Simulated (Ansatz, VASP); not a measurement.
**Two plane-wave programs on MgPdC6N6**

The input INCAR:

```
PREC = Accurate ; ENCUT = 600
EDIFF = 1E-6 ; ISMEAR = 0
SIGMA = 0.02 ; LREAL = F
LASPH = T ; NELM = 80
ALGO = Normal ; ISIF = 3
LWAVE = F ; LCHARG = F
GGA = PE ; IBRION = 2
NSW = 100 ; EDIFFG = -0.01
```

The input KPOINTS:

```
Automatic mesh
0
Gamma
  4 4 4
```

Contents of POSCAR:

```
MgPdC6N6
1.0
    0.0000000000      5.4424081651      5.4424081651
    5.4424081651      0.0000000000      5.4424081651
    5.4424081651      5.4424081651      0.0000000000
Mg Pd C N
1 1 6 6
Direct
    0.0000000000      0.0000000000      0.0000000000
    0.5000000000      0.5000000000      0.5000000000
    0.7891693052      0.2108306948      0.2108306948
    0.2108306948      0.7891693052      0.2108306948
    0.2108306948      0.2108306948      0.7891693052
    0.2108306948      0.7891693052      0.7891693052
    0.7891693052      0.2108306948      0.7891693052
    0.7891693052      0.7891693052      0.2108306948
    0.6819286696      0.3180713304      0.3180713304
    0.3180713304      0.6819286696      0.3180713304
    0.3180713304      0.3180713304      0.6819286696
    0.3180713304      0.6819286696      0.6819286696
    0.6819286696      0.3180713304      0.6819286696
    0.6819286696      0.6819286696      0.3180713304
```

Input for Ansatz:

```yaml
crystal:
  lattice:
    - [0.0, 5.4424081651, 5.4424081651]
    - [5.4424081651, 0.0, 5.4424081651]
    - [5.4424081651, 5.4424081651, 0.0]
  atoms:
    - { symbol: Mg, position: [0.0, 0.0, 0.0] }
    - { symbol: Pd, position: [0.5, 0.5, 0.5] }
    - { symbol: C, position: [0.7891693052, 0.2108306948, 0.2108306948] }
    - { symbol: C, position: [0.2108306948, 0.7891693052, 0.2108306948] }
    - { symbol: C, position: [0.2108306948, 0.2108306948, 0.7891693052] }
    - { symbol: C, position: [0.2108306948, 0.7891693052, 0.7891693052] }
    - { symbol: C, position: [0.7891693052, 0.2108306948, 0.7891693052] }
    - { symbol: C, position: [0.7891693052, 0.7891693052, 0.2108306948] }
    - { symbol: "N", position: [0.6819286696, 0.3180713304, 0.3180713304] }
    - { symbol: "N", position: [0.3180713304, 0.6819286696, 0.3180713304] }
    - { symbol: "N", position: [0.3180713304, 0.3180713304, 0.6819286696] }
    - { symbol: "N", position: [0.3180713304, 0.6819286696, 0.6819286696] }
    - { symbol: "N", position: [0.6819286696, 0.3180713304, 0.6819286696] }
    - { symbol: "N", position: [0.6819286696, 0.6819286696, 0.3180713304] }
basis:
  ecutwfc: 420
kpoints:
  mp_grid: { grid: [4, 4, 4] }
hamiltonian:
  xc: pbe
scf:
  occupations: { method: gaussian, width: 0.02 }
output:
  forces: true
  stress: true
  eigenvalues: true
relax:
  adjacent_minimum: "off"
  f_tol: 0.01
  max_steps: 80
  cell: { stress_tol: 0.05 }
```

Alike in both runs: task relaxation of cell and atoms; functional PBE; k mesh 4 × 4 × 4; occupations gaussian, width 0.02 eV; no spin polarisation.

|  | VASP | Ansatz |
| --- | --- | --- |
| version | VASP 6.6.1 | Ansatz 0.2.0 |
| potentials or method | VASP PAW PBE potentials, release 64 (Mg, Pd, C, N), cutoff 600 eV | scalar-relativistic, plane waves, PAW |
| valence electrons in the cell | 66 | 82 |

|  | VASP | Ansatz | Ansatz less VASP |
| --- | --- | --- | --- |
| gap on the k mesh at the Fermi level, each at its own relaxed structure (eV) | 2.67 | 2.68 | +0.007 |
| relaxed volume (Å³/atom) | 22.98 | 23.08 | +0.094 |
| relaxed length of the cell vector where the two differ most in proportion (Å) | 7.691 | 7.702 | +0.0104 |

VASP's potentials hold 66 valence electrons a cell and Ansatz's 82, so a difference there can come from the potentials and not from the codes.

Noted on VASP's run: the standard files for N, O and F lose accuracy on very short bonds.
